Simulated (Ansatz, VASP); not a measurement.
Given: the input of a run of Ansatz 0.2.0 on CdTe.

Contents of input.yaml:

```yaml
crystal:
  lattice:
    - [0.0, 3.205, 3.2691]
    - [3.205, 0.0, 3.2691]
    - [3.205, 3.205, 0.0]
  atoms:
    - { symbol: Te, position: [0.75, 0.75, 0.75] }
    - { symbol: Cd, position: [0.0, 0.0, 0.0] }
hamiltonian:
  xc: pbesol
  pseudopotentials: { kind: paw }
kpoints:
  mp_grid: { grid: [6, 6, 6] }
scf:
  occupations: { method: fermi_dirac, width: 0.05 }
output:
  forces: true
  stress: true
  eigenvalues: true
```

Potentials or basis: Ansatz PAW.

Launch:

```console
$ ansatz run input.yaml --threads 1 --pin off --max-ram 3584MiB --backend cpu --events-out ev --progress --plain --runs-dir out
```

Q: Set up the same calculation for VASP 6.6.1. Potentials there: VASP PAW PBE potentials, release 64 (Te, Cd).

A: As run (the cutoff follows the program's own potentials):

INCAR

```
SYSTEM = CdTe
PREC = Accurate
ENCUT = 500
EDIFF = 1E-6
ISMEAR = -1
SIGMA = 0.05
LREAL = .FALSE.
LASPH = .TRUE.
NELM = 120
ALGO = Normal
ISIF = 2
LWAVE = .FALSE.
LCHARG = .TRUE.
GGA = PS
LELF = .TRUE.
LVHAR = .TRUE.
NBANDS = 16
GGA_COMPAT = .FALSE.
```

The input KPOINTS:

```
regular mesh
0
G
  6 6 6
  0 0 0
```

The input POSCAR:

```
CdTe
1.0
    0.0000000000      3.2050000000      3.2691000000
    3.2050000000      0.0000000000      3.2691000000
    3.2050000000      3.2050000000      0.0000000000
Te Cd
1 1
Direct
    0.7500000000      0.7500000000      0.7500000000
    0.0000000000      0.0000000000      0.0000000000
```

Potentials or basis: VASP PAW PBE potentials, release 64 (Te, Cd).

Launch:

```bash
$ cat potpaw_PBE.64/Te/POTCAR potpaw_PBE.64/Cd/POTCAR > POTCAR
$ mpirun -np 1 vasp_std > vasp.out
```

Both were run:

|  | VASP | Ansatz | Ansatz less VASP |
| --- | --- | --- | --- |
| gap on the k mesh at the Fermi level (eV) | 0.68 | 0.67 | -0.003 |
| least direct gap on the mesh (eV) | 0.68 | 0.67 | -0.003 |
| pressure (GPa) | 0.9 | 0.7 | -0.17 |
| traceless stress, the component that is largest in VASP (GPa) | -0.23 | -0.23 | -0.002 |

VASP's potentials were made for PBE, not for PBEsol. VASP's potentials hold 18 valence electrons a cell and Ansatz's 36, so a difference there can come from the potentials and not from the codes.

Neither program's run includes spin-orbit coupling.
